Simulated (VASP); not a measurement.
# NaCl (Fm-3m) in VASP: settings compared

The runs below take NaCl through single point, with PBE, r2SCAN.

All numbers are computed with VASP 6.6.1; they aren't measurements. Logs are shortened: lines on timing, memory, paths and dates and some standing lists are left out, and cuts for length are marked.

## Step 1: The cell of the first run

Symmetry: Fm-3m, No. 225, cubic system. The conventional cell has a = 5.807 Å, b = 5.807 Å, c = 5.807 Å, α = 90.00°, β = 90.00°, γ = 90.00°. Within 3.8 Å of Na (site symmetry m-3m) lie 6 Cl at 2.90 Å. Cl (site symmetry m-3m) has 6 Na at 2.90 Å within 3.8 Å.

## Step 2: Single point, PBE (24.48 Å³/atom)

Input file INCAR:

```
SYSTEM = NaCl
PREC     = Accurate       ! precision mode
ENCUT    = 520            ! plane-wave cutoff, eV
EDIFF    = 1E-6           ! SCF threshold, eV
ISMEAR   = 0              ! smearing method
SIGMA    = 0.01           ! smearing width, eV
LREAL    = .FALSE.        ! projectors in reciprocal space
LASPH    = .TRUE.         ! aspherical terms in the spheres
NELM     = 80             ! most SCF steps
ALGO     = Normal         ! electronic algorithm
ISIF     = 2              ! what is computed and relaxed
LWAVE    = .FALSE.        ! write WAVECAR
LCHARG   = .TRUE.         ! write CHGCAR
GGA      = PE             ! functional
LELF     = .TRUE.         ! ELF
LVHAR    = .TRUE.       
NBANDS   = 14             ! bands
```

Input file KPOINTS:

```
regular mesh
0
G
  6 6 6
  0 0 0
```

Input file POSCAR:

```
NaCl
1.0
    0.0000000000      2.9034303695      2.9034303695
    2.9034303695      0.0000000000      2.9034303695
    2.9034303695      2.9034303695      0.0000000000
Na Cl
1 1
Direct
    0.0000000000      0.0000000000      0.0000000000
    0.5000000000      0.5000000000      0.5000000000
```

Potentials or basis: VASP PAW PBE potentials, release 64 (Na_pv, Cl).

Command:

```bash
cat potpaw_PBE.64/Na_pv/POTCAR potpaw_PBE.64/Cl/POTCAR > POTCAR
mpirun -np 1 vasp_std > vasp.out
```

OUTCAR:

```text
SYSTEM = NaCl
   PREC = Accurate
   ENCUT = 520
   EDIFF = 1E-6
   ISMEAR = 0
   LREAL = .FALSE.
   LASPH = .TRUE.
   NELM = 80
   ISIF = 2
   GGA = PE

 ion  position               nearest neighbor table
   1  0.000  0.000  0.000-
   2  0.500  0.500  0.500-

  LATTYP: Found a face centered cubic cell.
 ALAT       =     5.8068607390

  Lattice vectors:

 A1 = (   0.0000000000,   2.9034303695,   2.9034303695)
 A2 = (   2.9034303695,   0.0000000000,   2.9034303695)
 A3 = (   2.9034303695,   2.9034303695,   0.0000000000)

Analysis of symmetry for initial positions (statically):
=====================================================================
 Subroutine PRICEL returns:
 Original cell was already a primitive cell.

 Routine SETGRP: Setting up the symmetry group for a
 face centered cubic supercell.

 Subroutine GETGRP returns: Found 48 space group operations
 (whereof 48 operations were pure point group operations)
 out of a pool of 48 trial point group operations.

The static configuration has the point symmetry O_h .

Analysis of symmetry for dynamics (positions and initial velocities):
=====================================================================
 Subroutine PRICEL returns:
 Original cell was already a primitive cell.

 Routine SETGRP: Setting up the symmetry group for a
 face centered cubic supercell.

 Subroutine GETGRP returns: Found 48 space group operations
 (whereof 48 operations were pure point group operations)
 out of a pool of 48 trial point group operations.

The dynamic configuration has the point symmetry O_h .

 Subroutine INISYM returns: Found 48 space group operations
 (whereof 48 operations are pure point group operations),
 and found     1 'primitive' translations

----------------------------------------------------------------------------------------

                                     Primitive cell

  volume of cell :      48.9513

  direct lattice vectors                    reciprocal lattice vectors
     0.000000000  2.903430370  2.903430370    -0.172210088  0.172210088  0.172210088
     2.903430370  0.000000000  2.903430370     0.172210088 -0.172210088  0.172210088
     2.903430370  2.903430370  0.000000000     0.172210088  0.172210088 -0.172210088

  length of vectors
     4.106070606  4.106070606  4.106070606     0.298276622  0.298276622  0.298276622

  position of ions in fractional coordinates (direct lattice)
     0.000000000  0.000000000  0.000000000
     0.500000000  0.500000000  0.500000000

  ion indices of the primitive-cell ions
   primitive index   ion index
                 1           1
                 2           2

----------------------------------------------------------------------------------------

 KPOINTS: regular mesh

Automatic generation of k-mesh.
 Grid dimensions read from file:
 generate k-points for:    6    6    6

 Generating k-lattice:

  Cartesian coordinates                     Fractional coordinates (reciprocal lattice)
    -0.028701681  0.028701681  0.028701681     0.166666667  0.000000000  0.000000000
     0.028701681 -0.028701681  0.028701681     0.000000000  0.166666667  0.000000000
     0.028701681  0.028701681 -0.028701681     0.000000000  0.000000000  0.166666667

  Length of vectors
     0.049712770  0.049712770  0.049712770

  Shift w.r.t. Gamma in fractional coordinates (k-lattice)
     0.000000000  0.000000000  0.000000000

 Subroutine IBZKPT returns following result:
 ===========================================

 Found     16 irreducible k-points:

 Following reciprocal coordinates:
            Coordinates               Weight
  0.000000  0.000000  0.000000      1.000000
  0.166667  0.000000  0.000000      8.000000
  0.333333  0.000000  0.000000      8.000000
  0.500000  0.000000  0.000000      4.000000
  0.166667  0.166667  0.000000      6.000000
  0.333333  0.166667  0.000000     24.000000
[... 8 lines left out ...]
 -0.333333  0.333333  0.166667     24.000000
 -0.333333  0.500000  0.166667     12.000000
   k-points           NKPTS =     16   k-points in BZ     NKDIM =     16   number of bands    NBANDS=     14
   number of dos      NEDOS =    301   number of ions     NIONS =      2
   total plane-waves  NPLWV =  32768
   dimension x,y,z NGX =    32 NGY =   32 NGZ =   32
   dimension x,y,z NGXF=    64 NGYF=   64 NGZF=   64
   ions per type =               1   1
   NGX,Y,Z   is equivalent  to a cutoff of  12.96, 12.96, 12.96 a.u.
   NGXF,Y,Z  is equivalent  to a cutoff of  25.91, 25.91, 25.91 a.u.
 SYSTEM =  NaCl
   PREC   = accura    normal or accurate (medium, high low for compatibility)
   ISTART =      0    job   : 0-new  1-cont  2-samecut
   ICHARG =      2    charge: 1-file 2-atom 10-const
   ISPIN  =      1    spin polarized calculation?
   LNONCOLLINEAR =      F non collinear calculations
   LSORBIT =      F    spin-orbit coupling
   LASPH  =      T    aspherical Exc in radial PAW
   ENCUT  =  520.0 eV  38.22 Ry    6.18 a.u.   7.63  7.63  7.63*2*pi/ulx,y,z
   NELM   =     80;   NELMIN=  2; NELMDL= -5     # of ELM steps
   EDIFF  = 0.1E-05   stopping-criterion for ELM
   LREAL  =      F    real-space projection
   EDIFFG = 0.1E-04   stopping-criterion for IOM
   NSW    =      0    number of steps for IOM
   IBRION =     -1    ionic relax: 0-MD 1-quasi-New 2-CG
   NFREE  =      0    steps in history (QN), initial steepest desc. (CG)
   ISIF   =      2    stress and relaxation
   ISYM   =      2    0-nonsym 1-usesym 2-fastsym
   POTIM  = 0.5000    time-step for ionic-motion
   TEBEG  =    0.0;   TEEND  =   0.0 temperature during run
   PSTRESS=    0.0 pullay stress
   NELECT =      14.0000    total number of electrons
   NUPDOWN=      -1.0000    fix difference up-down
   EMIN   =  10.00;   EMAX   =-10.00  energy-range for DOS
   EFERMI =   0.00;   METHOD = LEGACY
   ISMEAR =     0;   SIGMA  =   0.01  broadening in eV -4-tet -1-fermi 0-gaus
   EFERMI_NEDOS =   21; number of points for ismear=-14 and -15
   IALGO  =     38    algorithm
   IMIX   =      4    mixing-type and parameters
     AMIX     =   0.40;   BMIX     =  1.00
     AMIX_MAG =   1.60;   BMIX_MAG =  1.00
  volume/ion in A,a.u.               =      24.48       165.17
  Fermi-wavevector in a.u.,A,eV,Ry     =   1.078606  2.038269 15.828889  1.163391
  Thomas-Fermi vector in A             =   2.214549
   LORBIT       =      0    0 simple, 1 ext, 2 COOP (PROOUT), +10 PAW based schemes
   GGA     = PE    functional components
   LHFCALC =     F    Hartree Fock is set to
   AEXX    =    0.0000 exact exchange contribution
   IVDW    =     0    specifies the selected vdW correction
   LEPSILON=     F    determine dielectric tensor
   LRPA    =     F    only Hartree local field effects (RPA)
 non-spin polarized calculation
 Gauss-broadening in eV      SIGMA  =   0.01
  energy-cutoff  :      520.00
  volume of cell :       48.95
 maximum number of plane-waves:      1363
 NGX is ok and might be reduce to    32
   NGX = 15   NGY = 15   NGZ = 15

 number of electron      13.9999994 magnetization

 Free energy of the ion-electron system (eV)
  ---------------------------------------------------
  ext. energy  EPLUGINS =         0.00000000
  ---------------------------------------------------
  free energy    TOTEN  =        -6.76728055 eV

  energy without entropy =       -6.76728055  energy(sigma->0) =       -6.76728055

 E-fermi :  -1.0695     XC(G=0):  -7.7994

 val. band max:       -1.2060965373   @ k =   0.0000   0.0000   0.0000
 cond. band min:       3.5827866580   @ k =   0.0000   0.0000   0.0000
 fundamental gap:      4.7888831953
 Fermi energy:        -1.0695022610

 k-point     1 :       0.0000    0.0000    0.0000
  band No.  band energies     occupation
      1     -22.2089      2.00000
      2     -22.2089      2.00000
      3     -22.2089      2.00000
      4     -13.6842      2.00000
      5      -1.2061      2.00000
      6      -1.2061      2.00000
      7      -1.2061      2.00000
      8       3.5828      0.00000
      9       9.8106      0.00000
     10       9.8106      0.00000
     11       9.8106      0.00000
     12      11.8623      0.00000
     13      11.8623      0.00000
     14      13.3234      0.00000

 k-point     2 :       0.1667    0.0000    0.0000
  band No.  band energies     occupation
      1     -22.2137      2.00000
      2     -22.2093      2.00000
      3     -22.2093      2.00000
      4     -13.6220      2.00000
      5      -1.7291      2.00000
      6      -1.2631      2.00000
      7      -1.2631      2.00000
      8       4.3439      0.00000
      9       8.9911      0.00000
     10      10.0494      0.00000
     11      10.0494      0.00000
     12      11.4941      0.00000
     13      11.4941      0.00000
     14      14.1061      0.00000

 k-point     3 :       0.3333    0.0000    0.0000
  band No.  band energies     occupation
      1     -22.2232      2.00000
      2     -22.2100      2.00000
      3     -22.2100      2.00000
      4     -13.4933      2.00000
      5      -2.5400      2.00000
      6      -1.3726      2.00000
      7      -1.3726      2.00000
      8       5.5439      0.00000
      9       8.4777      0.00000
     10       9.7861      0.00000
     11       9.7861      0.00000
     12      12.5267      0.00000
     13      12.5267      0.00000
     14      13.3711      0.00000
[... 188 lines left out ...]
 k-point    15 :      -0.3333    0.3333    0.1667
  band No.  band energies     occupation
      1     -22.2220      2.00000
      2     -22.2164      2.00000
      3     -22.2131      2.00000
      4     -13.3867      2.00000
      5      -2.4782      2.00000
      6      -2.0492      2.00000
      7      -1.6589      2.00000
      8       7.4582      0.00000
      9       7.5626      0.00000
     10       8.4810      0.00000
     11      10.2635      0.00000
     12      12.5732      0.00000
     13      13.8294      0.00000
     14      14.9610      0.00000

 k-point    16 :      -0.3333    0.5000    0.1667
  band No.  band energies     occupation
      1     -22.2204      2.00000
      2     -22.2164      2.00000
      3     -22.2153      2.00000
      4     -13.3760      2.00000
      5      -2.4465      2.00000
      6      -1.9894      2.00000
      7      -1.8205      2.00000
      8       6.8487      0.00000
      9       7.6016      0.00000
     10       8.8902      0.00000
     11      10.3722      0.00000
     12      13.2715      0.00000
     13      14.4252      0.00000
     14      14.5904      0.00000

------------------------ aborting loop because EDIFF is reached ----------------------------------------

  FORCE on cell =-STRESS in cart. coord.  units (eV):
  Direction    XX          YY          ZZ          XY          YZ          ZX
  --------------------------------------------------------------------------------------
  -------------------------------------------------------------------------------------
  Total       -0.3739297     -0.3739297     -0.3739297      0.0000000      0.0000000      0.0000000
  in kB      -12.2387293    -12.2387293    -12.2387293      0.0000000      0.0000000      0.0000000
  external PRESSURE =     -12.2387293 kB  Pullay stress =       0.0000000 kB

 VOLUME and BASIS-vectors are now :
 -----------------------------------------------------------------------------
  energy-cutoff  :      520.00
  volume of cell :       48.95
      direct lattice vectors                 reciprocal lattice vectors
     0.000000000  2.903430370  2.903430370    -0.172210088  0.172210088  0.172210088
     2.903430370  0.000000000  2.903430370     0.172210088 -0.172210088  0.172210088
     2.903430370  2.903430370  0.000000000     0.172210088  0.172210088 -0.172210088

 POSITION                                       TOTAL-FORCE (eV/Angst)
 -----------------------------------------------------------------------------------
      0.00000      0.00000      0.00000        -0.000000     -0.000000     -0.000000
      2.90343      2.90343      2.90343         0.000000      0.000000      0.000000
 -----------------------------------------------------------------------------------
    total drift:                                0.000000     -0.000000     -0.000000

  FREE ENERGIE OF THE ION-ELECTRON SYSTEM (eV)
  ---------------------------------------------------
  free  energy   TOTEN  =        -6.7672805464 eV

  energy  without entropy=       -6.7672805464  energy(sigma->0) =       -6.76728055
```

Wall time 18 s (1 thread of AMD EPYC 7R43 (Zen 3), shared host); peak memory 0.14 GiB.

Results:

```yaml
Free_energy: -6.7673 eV
Pressure: -1.2 GPa
Band_gap_on_the_k_mesh: 4.79 eV
```

## Step 3: Single point, r2SCAN (20.69 Å³/atom)

This run uses another cell than the first one, of 20.69 Å³/atom.

Input file POSCAR:

```
NaCl
1.0
    0.0000000000      2.7454847994      2.7454847994
    2.7454847994      0.0000000000      2.7454847994
    2.7454847994      2.7454847994      0.0000000000
Na Cl
1 1
Direct
    0.0000000000      0.0000000000      0.0000000000
    0.5000000000      0.5000000000      0.5000000000
```

Input file INCAR.step1:

```
SYSTEM = NaCl
ALGO     = Normal         ! electronic algorithm
EDIFF    = 1E-4           ! SCF threshold, eV
ENCUT    = 520            ! plane-wave cutoff, eV
GGA      = PE             ! functional
ISMEAR   = 0              ! smearing method
LASPH    = .TRUE.         ! aspherical terms in the spheres
LCHARG   = .FALSE.        ! write CHGCAR
LREAL    = .FALSE.        ! projectors in reciprocal space
LWAVE    = .TRUE.         ! write WAVECAR
NBANDS   = 14             ! bands
NELM     = 100            ! most SCF steps
PREC     = Accurate       ! precision mode
SIGMA    = 0.01           ! smearing width, eV
```

Input file INCAR.step2:

```
SYSTEM = NaCl
ALGO     = Normal         ! electronic algorithm
EDIFF    = 1E-6           ! SCF threshold, eV
ENCUT    = 520            ! plane-wave cutoff, eV
ISIF     = 2              ! what is computed and relaxed
ISMEAR   = 0              ! smearing method
ISTART   = 1            
LASPH    = .TRUE.         ! aspherical terms in the spheres
LCHARG   = .TRUE.         ! write CHGCAR
LELF     = .TRUE.         ! ELF
LMIXTAU  = .TRUE.       
LREAL    = .FALSE.        ! projectors in reciprocal space
LVHAR    = .TRUE.       
LWAVE    = .FALSE.        ! write WAVECAR
METAGGA  = R2SCAN         ! meta-GGA
NBANDS   = 14             ! bands
NELM     = 100            ! most SCF steps
PREC     = Accurate       ! precision mode
SIGMA    = 0.01           ! smearing width, eV
```

Input file KPOINTS:

```
k-points
0
G
  6 6 6
  0 0 0
```

Potentials or basis: VASP PAW PBE potentials, release 64 (Na_pv, Cl).

Command:

```bash
cat potpaw_PBE.64/Na_pv/POTCAR potpaw_PBE.64/Cl/POTCAR > POTCAR
cp INCAR.step1 INCAR
mpirun -np 1 vasp_std > vasp.out
cp INCAR.step2 INCAR
mpirun -np 1 vasp_std > vasp.out
```

OUTCAR:

```text
SYSTEM = NaCl
   EDIFF = 1E-6
   ENCUT = 520
   ISIF = 2
   ISMEAR = 0
   ISTART = 1
   LASPH = .TRUE.
   LREAL = .FALSE.
   METAGGA = R2SCAN
   NELM = 100
   PREC = Accurate

 ion  position               nearest neighbor table
   1  0.000  0.000  0.000-
   2  0.500  0.500  0.500-

  LATTYP: Found a face centered cubic cell.
 ALAT       =     5.4909695988

  Lattice vectors:

[... 446 lines left out ...]
     13      17.0083      0.00000
     14      17.1769      0.00000

------------------------ aborting loop because EDIFF is reached ----------------------------------------

  FORCE on cell =-STRESS in cart. coord.  units (eV):
  Direction    XX          YY          ZZ          XY          YZ          ZX
  --------------------------------------------------------------------------------------
  -------------------------------------------------------------------------------------
  Total        0.4462465      0.4462465      0.4462465      0.0000000      0.0000000     -0.0000000
  in kB       17.2742119     17.2742119     17.2742119      0.0000000      0.0000000     -0.0000000
  external PRESSURE =      17.2742119 kB  Pullay stress =       0.0000000 kB

 VOLUME and BASIS-vectors are now :
 -----------------------------------------------------------------------------
  energy-cutoff  :      520.00
  volume of cell :       41.39
      direct lattice vectors                 reciprocal lattice vectors
     0.000000000  2.745484799  2.745484799    -0.182117198  0.182117198  0.182117198
     2.745484799  0.000000000  2.745484799     0.182117198 -0.182117198  0.182117198
     2.745484799  2.745484799  0.000000000     0.182117198  0.182117198 -0.182117198

 POSITION                                       TOTAL-FORCE (eV/Angst)
 -----------------------------------------------------------------------------------
      0.00000      0.00000      0.00000         0.000000      0.000000     -0.000000
      2.74548      2.74548      2.74548         0.000000      0.000000      0.000000
 -----------------------------------------------------------------------------------
    total drift:                               -0.000000      0.000000      0.000000

  FREE ENERGIE OF THE ION-ELECTRON SYSTEM (eV)
  ---------------------------------------------------
  free  energy   TOTEN  =       -13.7771706261 eV

  energy  without entropy=      -13.7771706261  energy(sigma->0) =      -13.77717063
```

Wall time 77 s (1 thread of AMD EPYC 7R43 (Zen 3), shared host); peak memory 0.13 GiB.

What came out:

```
Free energy            : -13.7772 eV
Pressure               : 1.7 GPa
Band gap on the k mesh : 6.27 eV
```

Caveat: the PAW data sets were made with another functional, which shifts forces and pressure a little.

## Step 4: Single point, r2SCAN (21.36 Å³/atom)

This run uses another cell than the first one, of 21.36 Å³/atom.

Input file POSCAR:

```
NaCl
1.0
    0.0000000000      2.7743867633      2.7743867633
    2.7743867633      0.0000000000      2.7743867633
    2.7743867633      2.7743867633      0.0000000000
Na Cl
1 1
Direct
    0.0000000000      0.0000000000      0.0000000000
    0.5000000000      0.5000000000      0.5000000000
```

Input file INCAR.step1:

```
SYSTEM = NaCl
PREC     = Accurate       ! precision mode
ENCUT    = 520            ! plane-wave cutoff, eV
ISMEAR   = 0              ! smearing method
SIGMA    = 0.01           ! smearing width, eV
LREAL    = .False.        ! projectors in reciprocal space
LASPH    = .True.         ! aspherical terms in the spheres
NELM     = 100            ! most SCF steps
NBANDS   = 14             ! bands
GGA      = PE             ! functional
ALGO     = Normal         ! electronic algorithm
EDIFF    = 1E-4           ! SCF threshold, eV
LWAVE    = .True.         ! write WAVECAR
LCHARG   = .False.        ! write CHGCAR
```

Input file INCAR.step2:

```
SYSTEM = NaCl
PREC     = Accurate       ! precision mode
ENCUT    = 520            ! plane-wave cutoff, eV
EDIFF    = 1E-7           ! SCF threshold, eV
ISMEAR   = 0              ! smearing method
SIGMA    = 0.01           ! smearing width, eV
LREAL    = .False.        ! projectors in reciprocal space
LASPH    = .True.         ! aspherical terms in the spheres
NELM     = 100            ! most SCF steps
ALGO     = Normal         ! electronic algorithm
ISIF     = 2              ! what is computed and relaxed
LWAVE    = .False.        ! write WAVECAR
LCHARG   = .True.         ! write CHGCAR
METAGGA  = R2SCAN         ! meta-GGA
LMIXTAU  = .True.       
LELF     = .True.         ! ELF
LVHAR    = .True.       
NBANDS   = 14             ! bands
ISTART   = 1
```

Input file KPOINTS:

```
regular mesh
0
Gamma
  6 6 6
  0 0 0
```

Command:

```bash
cat potpaw_PBE.64/Na_pv/POTCAR potpaw_PBE.64/Cl/POTCAR > POTCAR
cp INCAR.step1 INCAR
mpirun -np 1 vasp_std > vasp.out
cp INCAR.step2 INCAR
mpirun -np 1 vasp_std > vasp.out
```

Wall time 95 s (1 thread of AMD EPYC 7R43 (Zen 3), shared host); peak memory 0.13 GiB.

It converged, with:

```yaml
Free_energy: -13.7875 eV
Pressure: 0.8 GPa
Band_gap_on_the_k_mesh: 6.13 eV
```

Levels at points of the mesh, in eV from the valence-band top:
```
           k point  band 3  band 4  band 5  band 6  band 7  band 8  band 9  band 10  band 11  band 12
(0.00, 0.00, 0.00)  -21.43  -13.34    0.00    0.00    0.00    6.13   11.80    11.80    11.80    14.12
(0.50, 0.00, 0.00)  -21.44  -12.94   -2.08   -0.31   -0.31    8.04   11.88    11.89    12.03    16.33
(0.50, 0.50, 0.00)  -21.44  -12.89   -1.82   -0.66   -0.66    8.57    8.58    12.58    16.23    16.38
```

Caveat: the PAW data sets were made with another functional, which shifts forces and pressure a little.

(Continued in part 2 of 2.)
